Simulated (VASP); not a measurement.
# Si16C (a cell with a defect) in VASP: further runs, part 2 of 2

VASP 6.6.1.

### 3 Single point, PBEsol, collinear spin

The input, INCAR:

```
ALGO = Normal ; EDIFF = 1E-7
ENCUT = 520 ; GGA = PS
ISIF = 2 ; ISMEAR = -1
ISPIN = 2 ; LASPH = True
LCHARG = True ; LELF = True
LORBIT = 11 ; LREAL = Auto
LVHAR = True ; LWAVE = False
MAGMOM = 0 0 0 0 0 0 0 0 0 0 0 0 0 0 0 0 1 ; NBANDS = 52
NELM = 150 ; PREC = Accurate
SIGMA = 0.05
```

The input, KPOINTS:

```
k-points
0
Gamma
  2 2 2
```

The input, POSCAR:

```
Si16C
1.0
    0.0000000000      5.4300000000      5.4300000000
    5.4300000000      0.0000000000      5.4300000000
    5.4300000000      5.4300000000      0.0000000000
Si C
16 1
Direct
   -0.0293830571      0.0470994475     -0.0282596685
    0.1164640884      0.2024493554      0.0630202578
   -0.0153683241      0.0845211786      0.4558103131
    0.1119521179      0.1722651934      0.6150644567
   -0.0271178637      0.5622744015     -0.0508011050
    0.1683701657      0.6655524862      0.0294935543
    0.0251197053      0.5297974217      0.4237753223
    0.1047513812      0.7086740331      0.5848618785
    0.4561233886     -0.0300460405      0.0261970534
    0.6262430939      0.0506445672      0.1948434622
    0.4646685083     -0.0273756906      0.5356077348
    0.6228268877      0.1123112339      0.6428453039
    0.5360220994      0.3873480663      0.0746040516
    0.6153775322      0.6067955801      0.1284346225
    0.4484898711      0.4997237569      0.5618416206
    0.6116850829      0.6246869245      0.6046685083
    0.4155064457      0.5047882136      0.8815101289
```

Potentials or basis: VASP PAW PBE potentials, release 64 (Si, C).

Command:

```sh
cat potpaw_PBE.64/Si/POTCAR potpaw_PBE.64/C/POTCAR > POTCAR
mpirun -np 1 vasp_std > vasp.out
```

Run time: 5.3 min. Hardware: 1 thread of Intel Xeon 6975P-C (Granite Rapids), shared host; peak memory 0.71 GiB.

Results (log left out):

| Quantity | Value |
| --- | --- |
| Free energy | -93.7277 eV |
| Pressure | 2.3 GPa |
| Largest force | 3.745 eV/Å |
| Band gap on the k mesh | 0.14 eV |
| Net moment | 0.00 μB per cell |
| Valence electrons inside the program's atomic spheres | Si 1.67, 1.66, 1.73, 1.71, 1.64, 1.59, 1.65, 1.77, 1.75, 1.62, 1.68, 1.70 (each value once); C 2.45 |

Forces on the atoms (eV/Å):
```
Si   0.471  1.831 -0.079
Si  -0.058  0.292 -1.920
Si  -0.661 -0.196 -0.253
Si  -0.556 -1.118  0.007
Si   0.711  0.075  0.370
Si   0.944 -0.781 -0.884
Si   1.712  0.001  0.851
Si  -1.078 -1.435 -0.779
Si   0.022  0.682  2.083
Si  -3.482 -0.705 -1.187
Si   2.183  1.785  1.065
Si   0.531 -0.905 -0.600
Si   1.417 -0.286  1.850
Si   0.505  0.549 -1.104
Si  -2.294 -0.548 -1.352
Si   0.507  2.292  0.997
C   -0.874 -1.532  0.936
```

Stress tensor (GPa, compression positive):
```
 0.44 -2.83  0.71
-2.83  5.04 -2.78
 0.71 -2.78  1.36
```

Levels at points of the mesh, in eV from the valence-band top:
Spin up:
```
           k point  band 32  band 33  band 34  band 35  band 36  band 37
(0.00, 0.00, 0.00)    -0.54    -0.43    -0.24     0.14     0.26     0.42
(0.50, 0.00, 0.00)    -0.88    -0.45    -0.16     0.62     0.87     0.99
(0.00, 0.50, 0.00)    -0.48    -0.31    -0.15     0.31     0.76     1.15
(0.00, 0.00, 0.50)    -0.88    -0.61    -0.37     0.53     0.85     1.08
(0.50, 0.50, 0.50)    -1.13    -0.76    -0.01     0.45     0.54     0.87
(0.50, 0.50, 0.00)    -1.16    -0.98    -0.56     0.76     1.12     1.31
(0.00, 0.50, 0.50)    -1.21    -0.83    -0.25     0.72     1.22     1.39
(0.50, 0.00, 0.50)    -1.03    -0.77     0.00     0.55     0.79     1.23
```
Spin down:
```tsv
k point	band 32	band 33	band 34	band 35	band 36	band 37
(0.00, 0.00, 0.00)	-0.54	-0.43	-0.24	0.14	0.26	0.42
(0.50, 0.00, 0.00)	-0.88	-0.45	-0.16	0.62	0.87	0.99
(0.00, 0.50, 0.00)	-0.48	-0.31	-0.15	0.31	0.76	1.15
(0.00, 0.00, 0.50)	-0.88	-0.61	-0.37	0.53	0.85	1.08
(0.50, 0.50, 0.50)	-1.13	-0.76	-0.01	0.45	0.54	0.87
(0.50, 0.50, 0.00)	-1.16	-0.98	-0.56	0.76	1.12	1.31
(0.00, 0.50, 0.50)	-1.21	-0.83	-0.25	0.72	1.22	1.39
(0.50, 0.00, 0.50)	-1.03	-0.77	0.00	0.55	0.79	1.23
```

Caveat: the k points lie up to 0.50 Å⁻¹ apart; the atoms stand as in a frame of molecular dynamics; semilocal functionals underestimate gaps, and a narrow one can read as zero; the PAW data sets were made with another functional, which shifts forces and pressure a little.

### 4 Single point, PBEsol, collinear spin

The input, INCAR:

```
SYSTEM = Si16C
ALGO     = Normal         ! electronic algorithm
EDIFF    = 1E-6           ! SCF threshold, eV
ENCUT    = 520            ! plane-wave cutoff, eV
GGA      = PS             ! functional
ISIF     = 2              ! what is computed and relaxed
ISMEAR   = -1             ! smearing method
ISPIN    = 2              ! spin polarisation
LASPH    = .True.         ! aspherical terms in the spheres
LCHARG   = .True.         ! write CHGCAR
LELF     = .True.         ! ELF
LORBIT   = 11             ! projections on sites
LREAL    = Auto         
LVHAR    = .True.       
LWAVE    = .False.        ! write WAVECAR
MAGMOM   = 0 0 0 0 0 0 0 0 0 0 0 0 0 0 0 0 1 ! initial moments
NBANDS   = 52             ! bands
NELM     = 150            ! most SCF steps
PREC     = Accurate       ! precision mode
SIGMA    = 0.05           ! smearing width, eV
```

The input, KPOINTS:

```
k-points
0
Gamma
  2 2 2
  0 0 0
```

The input, POSCAR:

```
Si16C
1.0
    0.0000000000      5.4300000000      5.4300000000
    5.4300000000      0.0000000000      5.4300000000
    5.4300000000      5.4300000000      0.0000000000
Si C
16 1
Direct
    0.0000552486      0.0238121547     -0.0109208103
    0.1295211786      0.1584714549      0.0882872928
    0.0109392265      0.0596685083      0.4429650092
    0.1175046041      0.1642081031      0.5958287293
   -0.0393093923      0.5513167587     -0.0124585635
    0.1461049724      0.6696224678      0.0395856354
    0.0216850829      0.5509484346      0.4167863720
    0.0610128913      0.6922283610      0.5889686924
    0.5261233886     -0.0173756906      0.0120349908
    0.6385819521      0.0454327808      0.1689871087
    0.4832504604     -0.0156813996      0.5537476980
    0.5994106814      0.1414732965      0.6337016575
    0.5299263352      0.4349355433      0.0284898711
    0.5872744015      0.6030202578      0.1639594843
    0.4217771639      0.5077624309      0.5435451197
    0.6164917127      0.6236556169      0.6204143646
    0.3824585635      0.5122744015      0.8536372007
```

Command:

```sh
cat potpaw_PBE.64/Si/POTCAR potpaw_PBE.64/C/POTCAR > POTCAR
mpirun -np 1 vasp_std > vasp.out
```

It took 12 min on 1 thread of Oxide Virtual Turin-like, shared host; peak memory 0.67 GiB.

It converged, with:

| Item | Value |
| --- | --- |
| Free energy | -94.6107 eV |
| Pressure | -0.1 GPa |
| Largest force | 4.211 eV/Å |
| Band gap on the k mesh | 0.16 eV |
| Net moment | 0.00 μB per cell |
| Valence electrons inside the program's atomic spheres | Si 1.69, 1.68, 1.66, 1.63, 1.64, 1.70, 1.72, 1.71, 1.65, 1.67, 1.61 (each value once); C 2.35 |

Forces in eV/Å, atoms in the order of the input:
```
Si  -0.339 -1.302  0.339
Si  -0.025 -0.059  1.825
Si   0.983 -0.169 -2.207
Si   0.835  0.486  0.289
Si  -1.444 -0.703 -0.862
Si  -0.798  0.231 -0.004
Si  -0.137  0.201 -1.686
Si   0.952  1.004  0.085
Si  -1.616 -3.165 -2.261
Si   2.649  2.328  2.103
Si  -1.089 -1.224 -0.091
Si   0.076  1.452  1.479
Si  -1.182  0.248 -0.924
Si   0.240 -0.140  0.965
Si   0.506  0.966  0.529
Si  -0.205 -0.284 -0.226
C    0.593  0.129  0.646
```

Stress tensor (GPa, compression positive):
```
-0.40  1.92  3.33
 1.92  0.80  1.49
 3.33  1.49 -0.55
```

Levels at points of the mesh, in eV from the valence-band top:
Spin up:
```tsv
k point	band 30	band 31	band 32	band 33	band 34	band 35	band 36	band 37	band 38	band 39
(0.00, 0.00, 0.00)	-0.89	-0.82	-0.40	-0.13	0.00	0.16	0.49	0.56	0.77	1.02
(0.50, 0.00, 0.00)	-1.31	-1.12	-0.77	-0.58	-0.20	0.62	0.94	1.04	1.16	1.40
(0.00, 0.50, 0.00)	-1.23	-1.12	-0.52	-0.30	-0.01	0.63	0.69	1.17	1.41	1.67
(0.00, 0.00, 0.50)	-1.30	-0.86	-0.75	-0.57	-0.43	0.55	1.08	1.24	1.38	1.58
(0.50, 0.50, 0.50)	-1.16	-1.02	-0.74	-0.26	-0.01	0.36	1.29	1.40	1.53	1.63
(0.50, 0.50, 0.00)	-1.36	-1.25	-1.01	-0.82	-0.14	0.60	1.24	1.43	1.78	2.27
(0.00, 0.50, 0.50)	-1.27	-1.24	-1.06	-0.65	-0.35	0.64	1.28	1.56	1.99	2.11
(0.50, 0.00, 0.50)	-1.31	-1.06	-1.05	-0.59	-0.25	0.46	1.14	1.50	1.88	1.99
```
Spin down:
| k point | band 30 | band 31 | band 32 | band 33 | band 34 | band 35 | band 36 | band 37 | band 38 | band 39 |
| --- | --- | --- | --- | --- | --- | --- | --- | --- | --- | --- |
| (0.00, 0.00, 0.00) | -0.89 | -0.82 | -0.40 | -0.13 | 0.00 | 0.16 | 0.49 | 0.56 | 0.77 | 1.02 |
| (0.50, 0.00, 0.00) | -1.31 | -1.12 | -0.77 | -0.58 | -0.20 | 0.62 | 0.94 | 1.04 | 1.16 | 1.40 |
| (0.00, 0.50, 0.00) | -1.23 | -1.12 | -0.52 | -0.30 | -0.01 | 0.63 | 0.69 | 1.17 | 1.41 | 1.67 |
| (0.00, 0.00, 0.50) | -1.30 | -0.86 | -0.75 | -0.57 | -0.43 | 0.55 | 1.08 | 1.24 | 1.38 | 1.58 |
| (0.50, 0.50, 0.50) | -1.16 | -1.02 | -0.74 | -0.26 | -0.01 | 0.36 | 1.29 | 1.40 | 1.53 | 1.63 |
| (0.50, 0.50, 0.00) | -1.36 | -1.25 | -1.01 | -0.82 | -0.14 | 0.60 | 1.24 | 1.43 | 1.78 | 2.27 |
| (0.00, 0.50, 0.50) | -1.27 | -1.24 | -1.06 | -0.65 | -0.35 | 0.64 | 1.28 | 1.56 | 1.99 | 2.11 |
| (0.50, 0.00, 0.50) | -1.31 | -1.06 | -1.05 | -0.59 | -0.25 | 0.46 | 1.14 | 1.50 | 1.88 | 1.99 |

Caveat: the k points lie up to 0.50 Å⁻¹ apart; the atoms stand as in a frame of molecular dynamics; semilocal functionals underestimate gaps, and a narrow one can read as zero; the PAW data sets were made with another functional, which shifts forces and pressure a little.

### 5 Overview

| cell | gap on the mesh (eV) | pressure (GPa) | moment (μB) | largest force (eV/Å) |
| --- | --- | --- | --- | --- |
| as given, atomic positions A | none | -0.1 | 0.00 | 3.49 |
| as given, atomic positions B | 0.14 | 2.3 | 0.00 | 3.75 |
| as given, atomic positions C | 0.16 | -0.1 | 0.00 | 4.21 |

Alike in all rows: task single point; level PBEsol; potentials or basis VASP PAW PBE potentials, release 64 (Si, C); spin collinear; k mesh 2 × 2 × 2; cutoff (eV) 520; smearing fermi-dirac 0.05 eV.

Caveats: all runs use coarse meshes; the atoms stand as in a frame of molecular dynamics; the PAW data sets were made with another functional, which shifts forces and pressure a little; semilocal functionals underestimate gaps, and a narrow one can read as zero (at least some runs).

Absolute energies hang on the potentials; compare differences alone.
